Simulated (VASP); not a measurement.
**ZrTi3C4: single point with PBE**

ZrTi3C4:

```xyz
8
Lattice="-2.1303 2.1303 4.2489 2.1303 -2.1303 4.2489 2.1303 2.1303 -4.2489" Properties=species:S:1:pos:R:3 pbc="T T T"
Zr    0.0000    0.0000    4.2489
Ti    0.0000    0.0000    0.0000
Ti    0.0000    2.1303    2.1244
Ti    2.1303    0.0000    2.1244
C     0.0000    0.0000    2.0681
C     2.1303    0.0000    0.0000
C     0.0000    0.0000    6.4297
C     0.0000    2.1303    0.0000
```

| Property | Result |
| --- | --- |
| Program | VASP 6.6.1 |
| Task | single point |
| Functional | PBE |
| Potentials or basis | VASP PAW PBE potentials, release 64 (Zr_sv, Ti_sv, C) |
| Cutoff | 520 eV |
| k mesh | 12 × 12 × 12 |
| Occupations | gaussian, width 0.1 eV |
| Spin | no spin polarisation |
| Dipole correction | no |
| Further INCAR settings | ALGO = Normal; EDIFF = 1e-06; NBANDS = 42 |

```json
{
  "Pressure": "39.4 GPa",
  "Largest force": "0.006 eV/Å",
  "Band gap on the k mesh": "zero (bands 32 and 33 overlap by 1.12 eV)"
}
```

Forces on the atoms (eV/Å):
```
Zr   0.000  0.000  0.000
Ti   0.000  0.000  0.000
Ti   0.000  0.000  0.000
Ti   0.000  0.000  0.000
C    0.000  0.000 -0.006
C    0.000  0.000  0.000
C    0.000  0.000  0.006
C    0.000  0.000  0.000
```

Levels at points of the mesh, in eV from the Fermi level:
| k point | band 29 | band 30 | band 31 | band 32 | band 33 | band 34 | band 35 | band 36 |
| --- | --- | --- | --- | --- | --- | --- | --- | --- |
| (0.00, 0.00, 0.00) | 0.21 | 0.21 | 0.74 | 0.74 | 0.76 | 1.50 | 1.50 | 1.52 |
| (0.50, 0.00, 0.00) | -2.20 | -1.95 | -1.95 | -1.65 | 1.19 | 1.25 | 2.66 | 2.82 |
| (0.50, 0.50, 0.00) | -3.18 | -2.94 | -2.77 | -2.39 | 2.19 | 2.69 | 3.19 | 3.36 |
| (0.50, 0.50, 0.50) | -0.53 | -0.53 | -0.45 | -0.45 | -0.28 | 0.32 | 0.32 | 0.46 |

It took 23 min on 1 thread of Intel Xeon 8259CL, on a shared host, peak memory 0.57 GiB.

Caveat: the cell stands under pressure.
